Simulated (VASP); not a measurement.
# Re2W (Fd-3m) in VASP: further runs, part 2 of 2

VASP 6.6.1.

**3. Single point, PBE**

This run uses another cell than the first one, of 15.88 Å³/atom.

Contents of INCAR:

```
SYSTEM = Re2W
PREC     = Accurate       ! precision mode
ENCUT    = 520            ! plane-wave cutoff, eV
EDIFF    = 1E-6           ! SCF threshold, eV
ISMEAR   = 0              ! smearing method
SIGMA    = 0.1            ! smearing width, eV
LREAL    = .FALSE.        ! projectors in reciprocal space
LASPH    = .TRUE.         ! aspherical terms in the spheres
NELM     = 60             ! most SCF steps
ALGO     = Fast           ! electronic algorithm
ISIF     = 2              ! what is computed and relaxed
LWAVE    = .FALSE.        ! write WAVECAR
LCHARG   = .FALSE.        ! write CHGCAR
GGA      = PE             ! functional
NBANDS   = 37             ! bands
```

Contents of KPOINTS:

```
Automatic mesh
0
G
  10 10 10
  0 0 0
```

Contents of POSCAR:

```
Re2W
1.0
    0.0000000000      3.6253177374      3.6253177374
    3.6253177374      0.0000000000      3.6253177374
    3.6253177374      3.6253177374      0.0000000000
Re W
4 2
Direct
    0.6250000000      0.6250000000      0.6250000000
    0.1250000000      0.6250000000      0.6250000000
    0.6250000000      0.6250000000      0.1250000000
    0.6250000000      0.1250000000      0.6250000000
    0.0000000000      0.0000000000      0.0000000000
    0.2500000000      0.2500000000      0.2500000000
```

Potentials or basis: VASP PAW PBE potentials, release 64 (Re, W_sv).

Command:

```
$ cat potpaw_PBE.64/Re/POTCAR potpaw_PBE.64/W_sv/POTCAR > POTCAR
$ mpirun -np 1 vasp_std > vasp.out
```

OUTCAR:

```text
SYSTEM = Re2W
   PREC = Accurate
   ENCUT = 520
   EDIFF = 1E-6
   ISMEAR = 0
   LREAL = .FALSE.
   LASPH = .TRUE.
   NELM = 60
   ISIF = 2
   GGA = PE

 ion  position               nearest neighbor table
   1  0.625  0.625  0.625-   2 2.56   3 2.56   4 2.56   3 2.56   4 2.56   2 2.56   6 3.01   5 3.01
                             6 3.01   5 3.01   6 3.01   5 3.01
   2  0.125  0.625  0.625-   1 2.56   3 2.56   4 2.56   1 2.56   3 2.56   4 2.56   5 3.01   6 3.01
                             5 3.01   5 3.01   6 3.01   6 3.01
   3  0.625  0.625  0.125-   1 2.56   1 2.56   2 2.56   4 2.56   4 2.56   2 2.56   6 3.01   5 3.01
                             6 3.01   5 3.01   6 3.01   5 3.01
   4  0.625  0.125  0.625-   1 2.56   3 2.56   1 2.56   2 2.56   3 2.56   2 2.56   5 3.01   6 3.01
                             5 3.01   6 3.01   6 3.01   5 3.01
   5  0.000  0.000  0.000-   1 3.01   3 3.01   4 3.01   1 3.01   2 3.01   3 3.01   1 3.01   2 3.01
                             4 3.01   2 3.01   3 3.01   4 3.01   6 3.14   6 3.14   6 3.14   6 3.14
   6  0.250  0.250  0.250-   2 3.01   3 3.01   4 3.01   1 3.01   2 3.01   4 3.01   1 3.01   2 3.01
                             3 3.01   1 3.01   3 3.01   4 3.01   5 3.14   5 3.14   5 3.14   5 3.14

  LATTYP: Found a face centered cubic cell.
 ALAT       =     7.2506354748

  Lattice vectors:

 A1 = (   0.0000000000,   3.6253177374,   3.6253177374)
 A2 = (   3.6253177374,   0.0000000000,   3.6253177374)
 A3 = (   3.6253177374,   3.6253177374,   0.0000000000)

Analysis of symmetry for initial positions (statically):
=====================================================================
 Subroutine PRICEL returns:
 Original cell was already a primitive cell.

 Routine SETGRP: Setting up the symmetry group for a
 face centered cubic supercell.

 Subroutine GETGRP returns: Found 48 space group operations
 (whereof 24 operations were pure point group operations)
 out of a pool of 48 trial point group operations.

The static configuration has the point symmetry T_d .
 The point group associated with its full space group is O_h .

Analysis of symmetry for dynamics (positions and initial velocities):
=====================================================================
 Subroutine PRICEL returns:
 Original cell was already a primitive cell.

 Routine SETGRP: Setting up the symmetry group for a
 face centered cubic supercell.

 Subroutine GETGRP returns: Found 48 space group operations
 (whereof 24 operations were pure point group operations)
 out of a pool of 48 trial point group operations.

The dynamic configuration has the point symmetry T_d .
 The point group associated with its full space group is O_h .

 Subroutine INISYM returns: Found 48 space group operations
 (whereof 24 operations are pure point group operations),
 and found     1 'primitive' translations

----------------------------------------------------------------------------------------

                                     Primitive cell

  volume of cell :      95.2946

  direct lattice vectors                    reciprocal lattice vectors
     0.000000000  3.625317737  3.625317737    -0.137918946  0.137918946  0.137918946
     3.625317737  0.000000000  3.625317737     0.137918946 -0.137918946  0.137918946
     3.625317737  3.625317737  0.000000000     0.137918946  0.137918946 -0.137918946

  length of vectors
     5.126973512  5.126973512  5.126973512     0.238882621  0.238882621  0.238882621

  position of ions in fractional coordinates (direct lattice)
     0.625000000  0.625000000  0.625000000
     0.125000000  0.625000000  0.625000000
[... 68 lines left out ...]
   number of dos      NEDOS =    301   number of ions     NIONS =      6
   total plane-waves  NPLWV =  64000
   dimension x,y,z NGX =    40 NGY =   40 NGZ =   40
   dimension x,y,z NGXF=    80 NGYF=   80 NGZF=   80
   ions per type =               4   2
   NGX,Y,Z   is equivalent  to a cutoff of  12.97, 12.97, 12.97 a.u.
   NGXF,Y,Z  is equivalent  to a cutoff of  25.94, 25.94, 25.94 a.u.
 SYSTEM =  Re2W
   PREC   = accura    normal or accurate (medium, high low for compatibility)
   ISTART =      0    job   : 0-new  1-cont  2-samecut
   ICHARG =      2    charge: 1-file 2-atom 10-const
   ISPIN  =      1    spin polarized calculation?
   LNONCOLLINEAR =      F non collinear calculations
   LSORBIT =      F    spin-orbit coupling
   LASPH  =      T    aspherical Exc in radial PAW
   ENCUT  =  520.0 eV  38.22 Ry    6.18 a.u.   9.53  9.53  9.53*2*pi/ulx,y,z
   NELM   =     60;   NELMIN=  2; NELMDL= -5     # of ELM steps
   EDIFF  = 0.1E-05   stopping-criterion for ELM
   LREAL  =      F    real-space projection
   EDIFFG = 0.1E-04   stopping-criterion for IOM
   NSW    =      0    number of steps for IOM
   IBRION =     -1    ionic relax: 0-MD 1-quasi-New 2-CG
   NFREE  =      0    steps in history (QN), initial steepest desc. (CG)
   ISIF   =      2    stress and relaxation
   ISYM   =      2    0-nonsym 1-usesym 2-fastsym
   POTIM  = 0.5000    time-step for ionic-motion
   TEBEG  =    0.0;   TEEND  =   0.0 temperature during run
   PSTRESS=    0.0 pullay stress
   NELECT =      56.0000    total number of electrons
   NUPDOWN=      -1.0000    fix difference up-down
   EMIN   =  10.00;   EMAX   =-10.00  energy-range for DOS
   EFERMI =   0.00;   METHOD = LEGACY
   ISMEAR =     0;   SIGMA  =   0.10  broadening in eV -4-tet -1-fermi 0-gaus
   EFERMI_NEDOS =   21; number of points for ismear=-14 and -15
   IALGO  =     68    algorithm
   IMIX   =      4    mixing-type and parameters
     AMIX     =   0.40;   BMIX     =  1.00
     AMIX_MAG =   1.60;   BMIX_MAG =  1.00
  volume/ion in A,a.u.               =      15.88       107.18
  Fermi-wavevector in a.u.,A,eV,Ry     =   1.371244  2.591276 25.583175  1.880310
  Thomas-Fermi vector in A             =   2.496958
   LORBIT       =      0    0 simple, 1 ext, 2 COOP (PROOUT), +10 PAW based schemes
   GGA     = PE    functional components
   LHFCALC =     F    Hartree Fock is set to
   AEXX    =    0.0000 exact exchange contribution
   IVDW    =     0    specifies the selected vdW correction
   LEPSILON=     F    determine dielectric tensor
   LRPA    =     F    only Hartree local field effects (RPA)
 non-spin polarized calculation
 RMM-DIIS sequential band-by-band and
 Gauss-broadening in eV      SIGMA  =   0.10
  energy-cutoff  :      520.00
  volume of cell :       95.29
 maximum number of plane-waves:      2637
 NGX is ok and might be reduce to    40
   NGX = 19   NGY = 19   NGZ = 19

 number of electron      55.9999998 magnetization

 Free energy of the ion-electron system (eV)
  ---------------------------------------------------
  ext. energy  EPLUGINS =         0.00000000
  ---------------------------------------------------
  free energy    TOTEN  =       -74.24000216 eV

  energy without entropy =      -74.21216369  energy(sigma->0) =      -74.22608292

 E-fermi :   8.7151     XC(G=0): -13.3787

 val. band max:        8.7074821979   @ k =   0.1000   0.0000   0.0000
 cond. band min:       8.7219999403   @ k =   0.1000   0.1000   0.0000
 fundamental gap:      0.0145177424
 Fermi energy:         8.7151046573

 k-point     1 :       0.0000    0.0000    0.0000
  band No.  band energies     occupation
      1     -65.4953      2.00000
      2     -65.4767      2.00000
      3     -29.6751      2.00000
      4     -29.6751      2.00000
      5     -29.6751      2.00000
      6     -29.5497      2.00000
[... 949 lines left out ...]
     36      11.5786      0.00000
     37      11.7689      0.00000

 [... further k-points ...]

------------------------ aborting loop because EDIFF is reached ----------------------------------------

  FORCE on cell =-STRESS in cart. coord.  units (eV):
  Direction    XX          YY          ZZ          XY          YZ          ZX
  --------------------------------------------------------------------------------------
  -------------------------------------------------------------------------------------
  Total       -0.1689603     -0.1689603     -0.1689603     -0.0000000      0.0000000     -0.0000000
  in kB       -2.8407101     -2.8407101     -2.8407101     -0.0000000      0.0000000     -0.0000000
  external PRESSURE =      -2.8407101 kB  Pullay stress =       0.0000000 kB

 VOLUME and BASIS-vectors are now :
 -----------------------------------------------------------------------------
  energy-cutoff  :      520.00
  volume of cell :       95.29
      direct lattice vectors                 reciprocal lattice vectors
     0.000000000  3.625317737  3.625317737    -0.137918946  0.137918946  0.137918946
     3.625317737  0.000000000  3.625317737     0.137918946 -0.137918946  0.137918946
     3.625317737  3.625317737  0.000000000     0.137918946  0.137918946 -0.137918946

 POSITION                                       TOTAL-FORCE (eV/Angst)
 -----------------------------------------------------------------------------------
      4.53165      4.53165      4.53165        -0.000000     -0.000000     -0.000000
      4.53165      2.71899      2.71899        -0.000000     -0.000000     -0.000000
      2.71899      2.71899      4.53165        -0.000000     -0.000000     -0.000000
      2.71899      4.53165      2.71899        -0.000000     -0.000000     -0.000000
      0.00000      0.00000      0.00000        -0.000000     -0.000000      0.000000
      1.81266      1.81266      1.81266         0.000000      0.000000      0.000000
 -----------------------------------------------------------------------------------
    total drift:                               -0.000000     -0.000000      0.000000

  FREE ENERGIE OF THE ION-ELECTRON SYSTEM (eV)
  ---------------------------------------------------
  free  energy   TOTEN  =       -74.2400021575 eV

  energy  without entropy=      -74.2121636852  energy(sigma->0) =      -74.22608292
```

It took 4.8 min on 1 thread of Intel Xeon 6975P-C (Granite Rapids), shared host; peak memory 0.33 GiB.

What came out:

```
Free energy            : -74.2400 eV
Pressure               : -0.3 GPa
Band gap on the k mesh : zero (bands 28 and 29 overlap by 0.35 eV)
```

Caveat: spin-orbit coupling is left out, which moves the levels of the heavy elements.

**4. Relaxation of cell and atoms, PBE**

Contents of INCAR:

```
  ALGO = Fast
  EDIFF = 1E-6
  EDIFFG = -0.01
  ENCUT = 600
  GGA = PE
  IBRION = 2
  ISIF = 3
  ISMEAR = 0
  LASPH = True
  LCHARG = False
  LREAL = False
  LWAVE = False
  NELM = 60
  NSW = 100
  PREC = Accurate
  SIGMA = 0.1
```

Contents of KPOINTS:

```
k-points
0
Gamma
  10 10 10
```

POSCAR: that of step 3 with these lines changed.

```diff
@@ -2,5 +2,5 @@
 1.0
-    0.0000000000      3.6253177374      3.6253177374
-    3.6253177374      0.0000000000      3.6253177374
-    3.6253177374      3.6253177374      0.0000000000
+    0.0000000000      3.6370388369      3.6370388369
+    3.6370388369      0.0000000000      3.6370388369
+    3.6370388369      3.6370388369      0.0000000000
 Re W
```

Command:

```
$ cat potpaw_PBE.64/Re/POTCAR potpaw_PBE.64/W_sv/POTCAR > POTCAR
$ mpirun -np 1 vasp_std > vasp.out
```

Run time: 14 min. Hardware: 1 thread of Intel Xeon 6975P-C (Granite Rapids), shared host; peak memory 0.4 GiB.

The run converged. Its results:

```
Free energy                           : -74.2426 eV
Relaxed volume                        : 15.88 Å³/atom
Relaxed cell                          : a = 5.126 Å, b = 5.126 Å, c = 5.126 Å, α = 60.00°, β = 60.00°, γ = 60.00°
Space group after relaxing (to 0.1 Å) : Fd-3m (No. 227)
Energy gained by relaxing             : 1.7 meV/atom
Ionic steps                           : 3
Pressure after relaxing               : -0.1 GPa
Band gap on the k mesh                : zero (bands 28 and 29 overlap by 0.35 eV)
```

The path:
| step | energy change (eV) | largest force (eV/Å) | pressure (GPa) | volume (Å³) |
| --- | --- | --- | --- | --- |
| 1 | 0.0000 | 0.0000 | -3.25 | 96.22 |
| 2 | 0.1290 | 0.0000 | 13.30 | 91.76 |
| 3 | -0.0102 | 0.0000 | -0.06 | 95.26 |

Final structure:
```
CELL_PARAMETERS angstrom
0.00000 3.62484 3.62484
3.62484 0.00000 3.62484
3.62484 3.62484 0.00000
ATOMIC_POSITIONS crystal
Re 0.62500 0.62500 0.62500
Re 0.12500 0.62500 0.62500
Re 0.62500 0.62500 0.12500
Re 0.62500 0.12500 0.62500
W 0.00000 0.00000 0.00000
W 0.25000 0.25000 0.25000
```

Levels at points of the mesh, in eV from the Fermi level:
```tsv
k point	band 26	band 27	band 28	band 29	band 30	band 31
(0.00, 0.00, 0.00)	-0.65	0.02	0.02	1.13	1.14	1.18
(0.50, 0.00, 0.00)	-0.24	-0.04	-0.04	0.35	0.54	0.66
(0.50, 0.50, 0.00)	-1.78	-0.04	-0.04	0.81	0.82	0.86
```

Caveat: spin-orbit coupling is left out, which moves the levels of the heavy elements.

**5. Overview**

| task | cell | k mesh | cutoff (eV) | gap on the mesh (eV) | pressure (GPa) |
| --- | --- | --- | --- | --- | --- |
| single point | a = 5.144 Å, angles 60.0°, 6 atoms | 4 × 4 × 4 | 520 | - | -3.4 |
| single point | a = 5.127 Å, angles 60.0°, 6 atoms | 10 × 10 × 10 | 520 | none | -0.3 |
| relaxation of cell and atoms | relaxed from a = 5.144 Å, angles 60.0°, 6 atoms | 10 × 10 × 10 | 600 | none | -0.1 |

Alike in all rows: level PBE; potentials or basis VASP PAW PBE potentials, release 64 (Re, W_sv); no spin polarisation; smearing gaussian 0.1 eV.

Caveats: some runs use coarse meshes; spin-orbit coupling is left out, which moves the levels of the heavy elements.

Absolute energies hang on the potentials; compare differences alone.
